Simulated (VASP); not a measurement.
# Se (P3_121) in VASP: single point with r2SCAN

Aim: the single point of Se with r2SCAN.

Program: VASP 6.6.1. These are calculated values, not measurements. Logs are shortened: lines on timing, memory, paths and dates and some standing lists are left out, and cuts for length are marked.

### 1 The cell of the first run

It takes space group P3_121 (No. 152, trigonal). Conventional cell: a = 4.502 Å, b = 4.502 Å, c = 4.992 Å, α = 90.00°, β = 90.00°, γ = 120.00°. Se (site symmetry 2) has 2 Se at 2.38 Å within 3.1 Å.

### 2 Single point, r2SCAN

Contents of POSCAR:

```
Se
1.0
    4.5017699878     -0.0000002984      0.0000000000
   -2.2508847355      3.8986473206      0.0000000000
    0.0000000000      0.0000000000      4.9923538953
Se
3
Direct
    0.2173231684      0.0000000000      0.3333333333
    0.0000000000      0.2173231684      0.6666666667
    0.7826768316      0.7826768316      0.0000000000
```

Contents of INCAR.step1:

```
PREC = Accurate
ENCUT = 520
ISMEAR = -1
SIGMA = 0.035
LREAL = False
LASPH = True
NELM = 100
NBANDS = 16
GGA = PE
ALGO = Normal
EDIFF = 1E-4
LWAVE = True
LCHARG = False
```

Contents of INCAR.step2:

```
PREC = Accurate
ENCUT = 520
EDIFF = 1E-7
ISMEAR = -1
SIGMA = 0.035
LREAL = False
LASPH = True
NELM = 100
ALGO = Normal
ISIF = 2
LWAVE = False
LCHARG = True
METAGGA = R2SCAN
LMIXTAU = True
LELF = True
LVHAR = True
NBANDS = 16
ISTART = 1
```

Contents of KPOINTS:

```
regular mesh
0
Gamma
  5 5 4
```

Potentials or basis: VASP PAW PBE potentials, release 64 (Se).

Started as:

```
$ cat potpaw_PBE.64/Se/POTCAR > POTCAR
$ cp INCAR.step1 INCAR
$ mpirun -np 1 vasp_std > vasp.out
$ cp INCAR.step2 INCAR
$ mpirun -np 1 vasp_std > vasp.out
```

OUTCAR:

```text
PREC = Accurate
   ENCUT = 520
   EDIFF = 1E-7
   ISMEAR = -1
   LREAL = False
   LASPH = True
   NELM = 100
   ISIF = 2
   METAGGA = R2SCAN
   ISTART = 1

 ion  position               nearest neighbor table
   1  0.217  0.000  0.333-   3 2.38   2 2.38
   2  0.000  0.217  0.667-   3 2.38   1 2.38
   3  0.783  0.783  0.000-   2 2.38   1 2.38

  LATTYP: Found a hexagonal cell.
 ALAT       =     4.5017699878
 C/A-ratio  =     1.1089757826

  Lattice vectors:

 A1 = (   4.5017699878,  -0.0000002984,   0.0000000000)
 A2 = (  -2.2508847355,   3.8986473206,   0.0000000000)
 A3 = (   0.0000000000,   0.0000000000,   4.9923538953)

Analysis of symmetry for initial positions (statically):
=====================================================================
 Subroutine PRICEL returns:
 Original cell was already a primitive cell.

 Routine SETGRP: Setting up the symmetry group for a
 hexagonal supercell.

 Subroutine GETGRP returns: Found  6 space group operations
 (whereof  2 operations were pure point group operations)
 out of a pool of 24 trial point group operations.

The static configuration has the point symmetry C_2 .
 The point group associated with its full space group is D_3 .

Analysis of symmetry for dynamics (positions and initial velocities):
=====================================================================
 Subroutine PRICEL returns:
 Original cell was already a primitive cell.

 Routine SETGRP: Setting up the symmetry group for a
 hexagonal supercell.

 Subroutine GETGRP returns: Found  6 space group operations
 (whereof  2 operations were pure point group operations)
 out of a pool of 24 trial point group operations.

The dynamic configuration has the point symmetry C_2 .
 The point group associated with its full space group is D_3 .

 Subroutine INISYM returns: Found  6 space group operations
 (whereof  2 operations are pure point group operations),
 and found     1 'primitive' translations

----------------------------------------------------------------------------------------

                                     Primitive cell

  volume of cell :      87.6199

  direct lattice vectors                    reciprocal lattice vectors
     4.501769988 -0.000000298  0.000000000     0.222134858  0.128249601  0.000000000
    -2.250884736  3.898647321  0.000000000     0.000000017  0.256499231  0.000000000
     0.000000000  0.000000000  4.992353895     0.000000000  0.000000000  0.200306313

  length of vectors
     4.501769988  4.501769988  4.992353895     0.256499231  0.256499231  0.200306313

  position of ions in fractional coordinates (direct lattice)
     0.217323168  0.000000000  0.333333333
     0.000000000  0.217323168  0.666666667
     0.782676832  0.782676832  0.000000000

  ion indices of the primitive-cell ions
   primitive index   ion index
                 1           1
                 2           2
                 3           3

----------------------------------------------------------------------------------------

 KPOINTS: regular mesh

Automatic generation of k-mesh.
 Grid dimensions read from file:
 generate k-points for:    5    5    4

 Generating k-lattice:

  Cartesian coordinates                     Fractional coordinates (reciprocal lattice)
     0.044426972  0.025649920  0.000000000     0.200000000  0.000000000  0.000000000
     0.000000003  0.051299846  0.000000000     0.000000000  0.200000000  0.000000000
     0.000000000  0.000000000  0.050076578     0.000000000  0.000000000  0.250000000

  Length of vectors
     0.051299846  0.051299846  0.050076578

  Shift w.r.t. Gamma in fractional coordinates (k-lattice)
     0.000000000  0.000000000  0.000000000

 Subroutine IBZKPT returns following result:
 ===========================================

 Found     17 irreducible k-points:

 Following reciprocal coordinates:
            Coordinates               Weight
  0.000000  0.000000  0.000000      1.000000
  0.200000 -0.000000  0.000000      6.000000
  0.400000  0.000000  0.000000      6.000000
  0.200000  0.200000  0.000000      6.000000
  0.400000  0.200000  0.000000      6.000000
  0.000000  0.000000  0.250000      2.000000
[... 9 lines left out ...]
  0.200000  0.200000  0.500000      6.000000
  0.400000  0.200000  0.500000      6.000000
   k-points           NKPTS =     17   k-points in BZ     NKDIM =     17   number of bands    NBANDS=     16
   number of dos      NEDOS =    301   number of ions     NIONS =      3
   total plane-waves  NPLWV =  51840
   dimension x,y,z NGX =    36 NGY =   36 NGZ =   40
   dimension x,y,z NGXF=    72 NGYF=   72 NGZF=   80
   ions per type =               3
   NGX,Y,Z   is equivalent  to a cutoff of  13.29, 13.29, 13.32 a.u.
   NGXF,Y,Z  is equivalent  to a cutoff of  26.59, 26.59, 26.64 a.u.
 SYSTEM =  unknown system
   PREC   = accura    normal or accurate (medium, high low for compatibility)
   ISTART =      1    job   : 0-new  1-cont  2-samecut
   ICHARG =      0    charge: 1-file 2-atom 10-const
   ISPIN  =      1    spin polarized calculation?
   LNONCOLLINEAR =      F non collinear calculations
   LSORBIT =      F    spin-orbit coupling
   LASPH  =      T    aspherical Exc in radial PAW
   ENCUT  =  520.0 eV  38.22 Ry    6.18 a.u.   8.37  8.37  9.28*2*pi/ulx,y,z
   NELM   =    100;   NELMIN=  2; NELMDL=  0     # of ELM steps
   EDIFF  = 0.1E-06   stopping-criterion for ELM
   LREAL  =      F    real-space projection
   EDIFFG = 0.1E-05   stopping-criterion for IOM
   NSW    =      0    number of steps for IOM
   IBRION =     -1    ionic relax: 0-MD 1-quasi-New 2-CG
   NFREE  =      0    steps in history (QN), initial steepest desc. (CG)
   ISIF   =      2    stress and relaxation
   ISYM   =      2    0-nonsym 1-usesym 2-fastsym
   POTIM  = 0.5000    time-step for ionic-motion
   TEBEG  =    0.0;   TEEND  =   0.0 temperature during run
   PSTRESS=    0.0 pullay stress
   NELECT =      18.0000    total number of electrons
   NUPDOWN=      -1.0000    fix difference up-down
   EMIN   =  10.00;   EMAX   =-10.00  energy-range for DOS
   EFERMI =   0.00;   METHOD = LEGACY
   ISMEAR =    -1;   SIGMA  =   0.04  broadening in eV -4-tet -1-fermi 0-gaus
   EFERMI_NEDOS =   21; number of points for ismear=-14 and -15
   IALGO  =     38    algorithm
   IMIX   =      4    mixing-type and parameters
     AMIX     =   0.40;   BMIX     =  1.00
     AMIX_MAG =   1.60;   BMIX_MAG =  1.00
  volume/ion in A,a.u.               =      29.21       197.10
  Fermi-wavevector in a.u.,A,eV,Ry     =   0.965973  1.825423 12.695637  0.933103
  Thomas-Fermi vector in A             =   2.095735
   LORBIT       =      0    0 simple, 1 ext, 2 COOP (PROOUT), +10 PAW based schemes
   METAGGA = R2SCAN    functional components
   LHFCALC =     F    Hartree Fock is set to
   AEXX    =    0.0000 exact exchange contribution
   IVDW    =     0    specifies the selected vdW correction
   LEPSILON=     F    determine dielectric tensor
   LRPA    =     F    only Hartree local field effects (RPA)
 non-spin polarized calculation
  energy-cutoff  :      520.00
  volume of cell :       87.62
 maximum number of plane-waves:      2393
 NGX is ok and might be reduce to    36
   NGX = 17   NGY = 17   NGZ = 19

 number of electron      18.0000000 magnetization

 Free energy of the ion-electron system (eV)
  ---------------------------------------------------
  ext. energy  EPLUGINS =         0.00000000
  ---------------------------------------------------
  free energy    TOTEN  =       -42.92667570 eV

  energy without entropy =      -42.92667570  energy(sigma->0) =      -42.92667570

 E-fermi :   2.4928     XC(G=0):  -8.9259

 val. band max:        1.6913699097   @ k =   0.4000   0.2000   0.5000
 cond. band min:       3.2836448403   @ k =   0.4000   0.2000   0.5000
 fundamental gap:      1.5922749306
 Fermi energy:         2.4927910841

 k-point     1 :       0.0000    0.0000    0.0000
  band No.  band energies     occupation
      1     -14.4804      2.00000
      2     -10.2791      2.00000
      3     -10.2791      2.00000
      4      -2.2255      2.00000
      5      -2.2255      2.00000
      6      -1.9031      2.00000
[... 8 lines left out ...]
     15       8.7812      0.00000
     16      10.6991      0.00000

 k-point     2 :       0.2000   -0.0000    0.0000
  band No.  band energies     occupation
      1     -14.3633      2.00000
      2     -10.3994      2.00000
      3     -10.2715      2.00000
      4      -2.8575      2.00000
      5      -2.5381      2.00000
      6      -1.7449      2.00000
[... 8 lines left out ...]
     15       9.7677      0.00000
     16      10.8334      0.00000

 k-point     3 :       0.4000    0.0000    0.0000
  band No.  band energies     occupation
      1     -14.1498      2.00000
      2     -10.6372      2.00000
      3     -10.2585      2.00000
      4      -3.2854      2.00000
      5      -2.8765      2.00000
      6      -1.6306      2.00000
[... 8 lines left out ...]
     15      11.2585      0.00000
     16      12.0675      0.00000

 k-point     4 :       0.2000    0.2000    0.0000
  band No.  band energies     occupation
      1     -14.1942      2.00000
      2     -10.5340      2.00000
      3     -10.3168      2.00000
      4      -3.1438      2.00000
      5      -2.9568      2.00000
      6      -1.5301      2.00000
[... 8 lines left out ...]
     15      10.5223      0.00000
     16      11.5920      0.00000
[... 191 lines left out ...]
 k-point    15 :       0.4000    0.0000    0.5000
  band No.  band energies     occupation
      1     -13.0953      2.00000
      2     -12.9932      2.00000
      3      -8.8013      2.00000
      4      -3.9995      2.00000
      5      -2.6197      2.00000
      6      -2.4124      2.00000
[... 8 lines left out ...]
     15      10.6870      0.00000
     16      11.1295      0.00000

 k-point    16 :       0.2000    0.2000    0.5000
  band No.  band energies     occupation
      1     -13.1071      2.00000
      2     -13.0474      2.00000
      3      -8.6999      2.00000
      4      -3.8445      2.00000
      5      -2.6293      2.00000
      6      -2.5266      2.00000
[... 8 lines left out ...]
     15      10.3708      0.00000
     16      11.1318      0.00000

 k-point    17 :       0.4000    0.2000    0.5000
  band No.  band energies     occupation
      1     -13.0255      2.00000
      2     -12.9594      2.00000
      3      -8.9280      2.00000
      4      -4.0275      2.00000
      5      -2.9279      2.00000
      6      -2.8342      2.00000
[... 8 lines left out ...]
     15      10.8906      0.00000
     16      11.1702      0.00000

------------------------ aborting loop because EDIFF is reached ----------------------------------------

  FORCE on cell =-STRESS in cart. coord.  units (eV):
  Direction    XX          YY          ZZ          XY          YZ          ZX
  --------------------------------------------------------------------------------------
  -------------------------------------------------------------------------------------
  Total       -0.0063129     -0.0063129     -0.0216503      0.0000000      0.0000000     -0.0000000
  in kB       -0.1154356     -0.1154356     -0.3958877      0.0000000      0.0000000     -0.0000000
  external PRESSURE =      -0.2089196 kB  Pullay stress =       0.0000000 kB

 VOLUME and BASIS-vectors are now :
 -----------------------------------------------------------------------------
  energy-cutoff  :      520.00
  volume of cell :       87.62
      direct lattice vectors                 reciprocal lattice vectors
     4.501769988 -0.000000298  0.000000000     0.222134858  0.128249601  0.000000000
    -2.250884736  3.898647321  0.000000000     0.000000017  0.256499231  0.000000000
     0.000000000  0.000000000  4.992353895     0.000000000  0.000000000  0.200306313

 POSITION                                       TOTAL-FORCE (eV/Angst)
 -----------------------------------------------------------------------------------
      0.97834     -0.00000      1.66412         0.001771     -0.000000      0.000000
     -0.48917      0.84727      3.32824        -0.000886      0.001534     -0.000000
      1.76172      3.05138      0.00000        -0.000886     -0.001534     -0.000000
 -----------------------------------------------------------------------------------
    total drift:                                0.000000      0.000001     -0.000000

  FREE ENERGIE OF THE ION-ELECTRON SYSTEM (eV)
  ---------------------------------------------------
  free  energy   TOTEN  =       -42.9266757031 eV

  energy  without entropy=      -42.9266757031  energy(sigma->0) =      -42.92667570
```

Run time: 72 s. Hardware: 1 thread of Intel Xeon Platinum 8488C (Sapphire Rapids), shared host; peak memory 0.23 GiB.

Results:

| Property | Result |
| --- | --- |
| Free energy | -42.9267 eV |
| Pressure | 0.0 GPa |
| Band gap on the k mesh | 1.59 eV, direct |

Caveat: the PAW data sets were made with another functional, which shifts forces and pressure a little. A k mesh can miss the band edges.
